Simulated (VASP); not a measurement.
Input of a VASP 6.6.1 run:

Contents of INCAR:

```
ALGO     = Normal         # electronic algorithm
EDIFF    = 1E-6           # SCF threshold, eV
ENCUT    = 520            # plane-wave cutoff, eV
GGA      = PS             # functional
ISIF     = 2              # what is computed and relaxed
ISMEAR   = -1             # smearing method
LASPH    = True           # aspherical terms in the spheres
LCHARG   = True           # write CHGCAR
LELF     = True           # ELF
LREAL    = False          # projectors in reciprocal space
LVHAR    = True         
LWAVE    = False          # write WAVECAR
NBANDS   = 20             # bands
NELM     = 100            # most SCF steps
PREC     = Accurate       # precision mode
SIGMA    = 0.05           # smearing width, eV
```

Contents of KPOINTS:

```
k-points
0
Gamma
  10 10 2
```

The input POSCAR:

```
WS2
1.0
    3.2254095325      0.0000000000      0.0000000000
   -1.6127047662      2.7932865927      0.0000000000
    0.0000000000      0.0000000000     17.1736373894
W S
1 2
Direct
    0.0000000000      0.0000000000      0.0000000000
    0.3333333333      0.6666666667      0.0920005100
    0.3333333333      0.6666666667      0.9079994900
```

Potentials or basis: VASP PAW PBE potentials, release 64 (W_sv, S).

Launch:

```console
$ cat potpaw_PBE.64/W_sv/POTCAR potpaw_PBE.64/S/POTCAR > POTCAR
$ mpirun -np 1 vasp_std > vasp.out
```

**Question.** What does it give for the band gap on the k mesh?

**Answer.** 1.88 eV (least direct gap 2.04 eV).

**Question.** Estimate the largest force.

**Answer.** 0.765 eV/Å.

Forces in eV/Å, atoms in the order of the input:
```
W    0.000  0.000  0.000
S    0.000  0.000 -0.765
S    0.000  0.000  0.765
```

Caveat: the PAW data sets were made with another functional, which shifts forces and pressure a little; spin-orbit coupling is left out, which moves the levels of the heavy elements.
